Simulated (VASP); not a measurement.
# Hf (P6/mmm) in VASP: a series of runs

Hf is run at these levels: LDA; tasks: single point.

Program: VASP 6.6.1. These are calculated values, not measurements. Logs are shortened: lines on timing, memory, paths and dates and some standing lists are left out, and cuts for length are marked.

### Step 1. The cell of the first run

It takes space group P6/mmm (No. 191, hexagonal). Conventional cell: a = 4.861 Å, b = 4.861 Å, c = 3.023 Å, α = 90.00°, β = 90.00°, γ = 120.00°. Within 4.0 Å of Hf (site symmetry 6/mmm) lie 14 Hf at 3.02 to 3.19 Å. Within 3.7 Å of Hf (site symmetry -6m2) lie 11 Hf at 2.81 to 3.19 Å.

### Step 2. Single point, LDA (volume scaled by 0.94)

INCAR reads:

```
SYSTEM = Hf
PREC = Accurate
ENCUT = 520
EDIFF = 1E-6
ISMEAR = -1
SIGMA = 0.05
LREAL = .False.
LASPH = .True.
NELM = 100
ALGO = Fast
ISIF = 2
LWAVE = .False.
LCHARG = .False.
NBANDS = 22
```

KPOINTS reads:

```
regular mesh
0
Gamma
  6 6 9
  0 0 0
```

POSCAR reads:

```
Hf
1.0
    4.8610290882      0.0000000000      0.0000000000
   -2.4305145441      4.2097746788      0.0000000000
    0.0000000000      0.0000000000      3.0232302404
Hf
3
Direct
    0.0000000000      0.0000000000      0.0000000000
    0.3333333333      0.6666666667      0.5000000000
    0.6666666667      0.3333333333      0.5000000000
```

Potentials or basis: VASP PAW LDA potentials, release 64 (Hf_pv).

The run is started by

```sh
$ cat potpaw_LDA.64/Hf_pv/POTCAR > POTCAR
$ mpirun -np 1 vasp_std > vasp.out
```

OUTCAR:

```text
SYSTEM = Hf
   PREC = Accurate
   ENCUT = 520
   EDIFF = 1E-6
   ISMEAR = -1
   LREAL = .False.
   LASPH = .True.
   NELM = 100
   ISIF = 2

 ion  position               nearest neighbor table
   1  0.000  0.000  0.000-   2 3.19   3 3.19   2 3.19   3 3.19   2 3.19   2 3.19   3 3.19   3 3.19
                             3 3.19   3 3.19   2 3.19   2 3.19
   2  0.333  0.667  0.500-   3 2.81   3 2.81   3 2.81   1 3.19   1 3.19   1 3.19   1 3.19   1 3.19
                             1 3.19
   3  0.667  0.333  0.500-   2 2.81   2 2.81   2 2.81   1 3.19   1 3.19   1 3.19   1 3.19   1 3.19
                             1 3.19

  LATTYP: Found a hexagonal cell.
 ALAT       =     4.8610290882
 C/A-ratio  =     0.6219321435

  Lattice vectors:

 A1 = (   4.8610290882,   0.0000000000,   0.0000000000)
 A2 = (  -2.4305145441,   4.2097746788,   0.0000000000)
 A3 = (   0.0000000000,   0.0000000000,   3.0232302404)

Analysis of symmetry for initial positions (statically):
=====================================================================
 Subroutine PRICEL returns:
 Original cell was already a primitive cell.

 Routine SETGRP: Setting up the symmetry group for a
 hexagonal supercell.

 Subroutine GETGRP returns: Found 24 space group operations
 (whereof 24 operations were pure point group operations)
 out of a pool of 24 trial point group operations.

The static configuration has the point symmetry D_6h.

Analysis of symmetry for dynamics (positions and initial velocities):
=====================================================================
 Subroutine PRICEL returns:
 Original cell was already a primitive cell.

 Routine SETGRP: Setting up the symmetry group for a
 hexagonal supercell.

 Subroutine GETGRP returns: Found 24 space group operations
 (whereof 24 operations were pure point group operations)
 out of a pool of 24 trial point group operations.

The dynamic configuration has the point symmetry D_6h.

 Subroutine INISYM returns: Found 24 space group operations
 (whereof 24 operations are pure point group operations),
 and found     1 'primitive' translations

----------------------------------------------------------------------------------------

                                     Primitive cell

  volume of cell :      61.8669

  direct lattice vectors                    reciprocal lattice vectors
     4.861029088  0.000000000  0.000000000     0.205717757  0.118771202  0.000000000
    -2.430514544  4.209774679  0.000000000     0.000000000  0.237542405  0.000000000
     0.000000000  0.000000000  3.023230240     0.000000000  0.000000000  0.330772029

  length of vectors
     4.861029088  4.861029088  3.023230240     0.237542405  0.237542405  0.330772029

  position of ions in fractional coordinates (direct lattice)
     0.000000000  0.000000000  0.000000000
     0.333333333  0.666666667  0.500000000
     0.666666667  0.333333333  0.500000000

  ion indices of the primitive-cell ions
   primitive index   ion index
                 1           1
                 2           2
                 3           3

----------------------------------------------------------------------------------------

 KPOINTS: regular mesh

Automatic generation of k-mesh.
 Grid dimensions read from file:
 generate k-points for:    6    6    9

 Generating k-lattice:

  Cartesian coordinates                     Fractional coordinates (reciprocal lattice)
     0.034286293  0.019795200  0.000000000     0.166666667 -0.000000000  0.000000000
     0.000000000  0.039590401  0.000000000     0.000000000  0.166666667  0.000000000
     0.000000000  0.000000000  0.036752448     0.000000000  0.000000000  0.111111111

  Length of vectors
     0.039590401  0.039590401  0.036752448

  Shift w.r.t. Gamma in fractional coordinates (k-lattice)
     0.000000000  0.000000000  0.000000000

 Subroutine IBZKPT returns following result:
 ===========================================

 Found     35 irreducible k-points:

 Following reciprocal coordinates:
            Coordinates               Weight
  0.000000  0.000000  0.000000      1.000000
  0.166667  0.000000  0.000000      6.000000
  0.333333  0.000000  0.000000      6.000000
  0.500000  0.000000  0.000000      3.000000
  0.166667  0.166667  0.000000      6.000000
  0.333333  0.166667  0.000000     12.000000
[... 16 lines left out ...]
  0.166667  0.000000  0.333333     12.000000
  0.333333  0.000000  0.333333     12.000000
 [... further k-points ...]
   k-points           NKPTS =     35   k-points in BZ     NKDIM =     35   number of bands    NBANDS=     22
   number of dos      NEDOS =    301   number of ions     NIONS =      3
   total plane-waves  NPLWV =  31104
   dimension x,y,z NGX =    36 NGY =   36 NGZ =   24
   dimension x,y,z NGXF=    72 NGYF=   72 NGZF=   48
   ions per type =               3
   NGX,Y,Z   is equivalent  to a cutoff of  12.31, 12.31, 13.20 a.u.
   NGXF,Y,Z  is equivalent  to a cutoff of  24.62, 24.62, 26.39 a.u.
 SYSTEM =  Hf
   PREC   = accura    normal or accurate (medium, high low for compatibility)
   ISTART =      0    job   : 0-new  1-cont  2-samecut
   ICHARG =      2    charge: 1-file 2-atom 10-const
   ISPIN  =      1    spin polarized calculation?
   LNONCOLLINEAR =      F non collinear calculations
   LSORBIT =      F    spin-orbit coupling
   LASPH  =      T    aspherical Exc in radial PAW
   ENCUT  =  520.0 eV  38.22 Ry    6.18 a.u.   9.04  9.04  5.62*2*pi/ulx,y,z
   NELM   =    100;   NELMIN=  2; NELMDL= -5     # of ELM steps
   EDIFF  = 0.1E-05   stopping-criterion for ELM
   LREAL  =      F    real-space projection
   EDIFFG = 0.1E-04   stopping-criterion for IOM
   NSW    =      0    number of steps for IOM
   IBRION =     -1    ionic relax: 0-MD 1-quasi-New 2-CG
   NFREE  =      0    steps in history (QN), initial steepest desc. (CG)
   ISIF   =      2    stress and relaxation
   ISYM   =      2    0-nonsym 1-usesym 2-fastsym
   POTIM  = 0.5000    time-step for ionic-motion
   TEBEG  =    0.0;   TEEND  =   0.0 temperature during run
   PSTRESS=    0.0 pullay stress
   NELECT =      30.0000    total number of electrons
   NUPDOWN=      -1.0000    fix difference up-down
   EMIN   =  10.00;   EMAX   =-10.00  energy-range for DOS
   EFERMI =   0.00;   METHOD = LEGACY
   ISMEAR =    -1;   SIGMA  =   0.05  broadening in eV -4-tet -1-fermi 0-gaus
   EFERMI_NEDOS =   21; number of points for ismear=-14 and -15
   IALGO  =     68    algorithm
   IMIX   =      4    mixing-type and parameters
     AMIX     =   0.40;   BMIX     =  1.00
     AMIX_MAG =   1.60;   BMIX_MAG =  1.00
  volume/ion in A,a.u.               =      20.62       139.17
  Fermi-wavevector in a.u.,A,eV,Ry     =   1.286162  2.430495 22.506945  1.654214
  Thomas-Fermi vector in A             =   2.418253
   LORBIT       =      0    0 simple, 1 ext, 2 COOP (PROOUT), +10 PAW based schemes
   GGA     = CA    functional components
   LHFCALC =     F    Hartree Fock is set to
   AEXX    =    0.0000 exact exchange contribution
   IVDW    =     0    specifies the selected vdW correction
   LEPSILON=     F    determine dielectric tensor
   LRPA    =     F    only Hartree local field effects (RPA)
 non-spin polarized calculation
 RMM-DIIS sequential band-by-band and
  energy-cutoff  :      520.00
  volume of cell :       61.87
 maximum number of plane-waves:      1689
   NGX = 19   NGY = 19   NGZ = 11

 number of electron      30.0000002 magnetization

 Free energy of the ion-electron system (eV)
  ---------------------------------------------------
  ext. energy  EPLUGINS =         0.00000000
  ---------------------------------------------------
  free energy    TOTEN  =       -32.02025792 eV

  energy without entropy =      -31.99669149  energy(sigma->0) =      -32.00847471

 E-fermi :   5.1763     XC(G=0): -11.8444

 val. band max:        5.1587383799   @ k =   0.3333   0.1667   0.1111
 cond. band min:       5.2116058595   @ k =   0.3333   0.1667   0.0000
 fundamental gap:      0.0528674796
 Fermi energy:         5.1762937285

 k-point     1 :       0.0000    0.0000    0.0000
  band No.  band energies     occupation
      1     -25.2711      2.00000
      2     -25.2711      2.00000
      3     -25.2622      2.00000
      4     -25.2622      2.00000
      5     -24.7637      2.00000
      6     -24.4771      2.00000
[... 14 lines left out ...]
     21       8.1627      0.00000
     22       8.1643      0.00000

 k-point     2 :       0.1667    0.0000    0.0000
  band No.  band energies     occupation
      1     -25.4341      2.00000
      2     -25.3839      2.00000
      3     -25.0913      2.00000
      4     -25.0652      2.00000
      5     -24.7481      2.00000
      6     -24.4818      2.00000
[... 14 lines left out ...]
     21       7.6750      0.00000
     22       9.1045      0.00000

 k-point     3 :       0.3333    0.0000    0.0000
  band No.  band energies     occupation
      1     -25.5530      2.00000
      2     -25.3455      2.00000
      3     -24.9601      2.00000
      4     -24.9554      2.00000
      5     -24.7135      2.00000
      6     -24.5657      2.00000
[... 14 lines left out ...]
     21       8.6481      0.00000
     22       9.5979      0.00000

 k-point     4 :       0.5000    0.0000    0.0000
  band No.  band energies     occupation
      1     -25.5958      2.00000
      2     -25.2158      2.00000
      3     -25.0771      2.00000
      4     -24.9033      2.00000
      5     -24.6938      2.00000
      6     -24.5844      2.00000
[... 14 lines left out ...]
     21       8.3390      0.00000
     22       9.7484      0.00000

 k-point     5 :       0.1667    0.1667    0.0000
  band No.  band energies     occupation
      1     -25.4750      2.00000
      2     -25.4326      2.00000
      3     -25.0197      2.00000
      4     -24.9149      2.00000
      5     -24.7229      2.00000
      6     -24.5470      2.00000
[... 14 lines left out ...]
     21       8.3188      0.00000
     22      10.0042      0.00000

 k-point     6 :       0.3333    0.1667    0.0000
  band No.  band energies     occupation
      1     -25.5217      2.00000
      2     -25.3273      2.00000
      3     -25.1139      2.00000
      4     -24.8099      2.00000
      5     -24.6953      2.00000
      6     -24.6261      2.00000
[... 14 lines left out ...]
     21       8.6023      0.00000
     22       9.3573      0.00000

 k-point     7 :       0.3333    0.3333    0.0000
  band No.  band energies     occupation
      1     -25.3859      2.00000
      2     -25.3200      2.00000
      3     -25.3200      2.00000
      4     -24.6965      2.00000
      5     -24.6965      2.00000
      6     -24.6870      2.00000
[... 324 lines left out ...]
      6     -24.7134      2.00000
[... 14 lines left out ...]
     21       8.8616      0.00000
     22       9.1254      0.00000

 k-point    21 :       0.3333    0.3333    0.2222
  band No.  band energies     occupation
      1     -25.4181      2.00000
      2     -25.2671      2.00000
      3     -25.2671      2.00000
      4     -24.8934      2.00000
      5     -24.7616      2.00000
      6     -24.7616      2.00000
[... 14 lines left out ...]
     21       9.1681      0.00000
     22       9.9286      0.00000

 k-point    22 :       0.0000    0.0000    0.3333
  band No.  band energies     occupation
      1     -25.2191      2.00000
      2     -25.2029      2.00000
      3     -25.2029      2.00000
      4     -25.1363      2.00000
      5     -25.1363      2.00000
      6     -25.0659      2.00000
[... 14 lines left out ...]
     21       9.4958      0.00000
     22      10.0251      0.00000

 k-point    23 :       0.1667    0.0000    0.3333
  band No.  band energies     occupation
      1     -25.2976      2.00000
      2     -25.2753      2.00000
      3     -25.1761      2.00000
      4     -25.1343      2.00000
      5     -25.0751      2.00000
      6     -24.9663      2.00000
[... 14 lines left out ...]
     21       9.3830      0.00000
     22      10.0973      0.00000

 k-point    24 :       0.3333    0.0000    0.3333
  band No.  band energies     occupation
      1     -25.3539      2.00000
      2     -25.3514      2.00000
      3     -25.2444      2.00000
      4     -25.0216      2.00000
      5     -25.0044      2.00000
      6     -24.8975      2.00000
[... 14 lines left out ...]
     21       9.0112      0.00000
     22       9.8978      0.00000

 [... further k-points ...]
[... 5 lines left out ...]
  --------------------------------------------------------------------------------------
  -------------------------------------------------------------------------------------
  Total       -0.0860283     -0.0860283      0.4171021      0.0000000     -0.0000000      0.0000000
  in kB       -2.2278894     -2.2278894     10.8017627      0.0000000     -0.0000000      0.0000000
  external PRESSURE =       2.1153280 kB  Pullay stress =       0.0000000 kB

 VOLUME and BASIS-vectors are now :
 -----------------------------------------------------------------------------
  energy-cutoff  :      520.00
  volume of cell :       61.87
      direct lattice vectors                 reciprocal lattice vectors
     4.861029088  0.000000000  0.000000000     0.205717757  0.118771202  0.000000000
    -2.430514544  4.209774679  0.000000000     0.000000000  0.237542405  0.000000000
     0.000000000  0.000000000  3.023230240     0.000000000  0.000000000  0.330772029

 POSITION                                       TOTAL-FORCE (eV/Angst)
 -----------------------------------------------------------------------------------
      0.00000      0.00000      0.00000        -0.000000      0.000000      0.000000
     -0.00000      2.80652      1.51162        -0.000000      0.000000     -0.000000
      2.43051      1.40326      1.51162         0.000000     -0.000000      0.000000
 -----------------------------------------------------------------------------------
    total drift:                                0.000000      0.000000     -0.000000

  FREE ENERGIE OF THE ION-ELECTRON SYSTEM (eV)
  ---------------------------------------------------
  free  energy   TOTEN  =       -32.0202579209 eV

  energy  without entropy=      -31.9966914932  energy(sigma->0) =      -32.00847471
```

Wall time 22 s (1 thread of Intel Xeon 6975P-C (Granite Rapids), shared host); peak memory 0.17 GiB.

Results:

```
Free energy            : -32.0203 eV
Pressure               : 0.2 GPa
Band gap on the k mesh : zero (band 15 reaches 5.43 eV, above the bottom of band 16 at 4.65 eV)
```

Stress tensor (GPa, compression positive):
```
-0.22  0.00  0.00
 0.00 -0.22  0.00
 0.00  0.00  1.08
```

Caveat: spin-orbit coupling is left out, which moves the levels of the heavy elements.

[end of part 1 of 2]
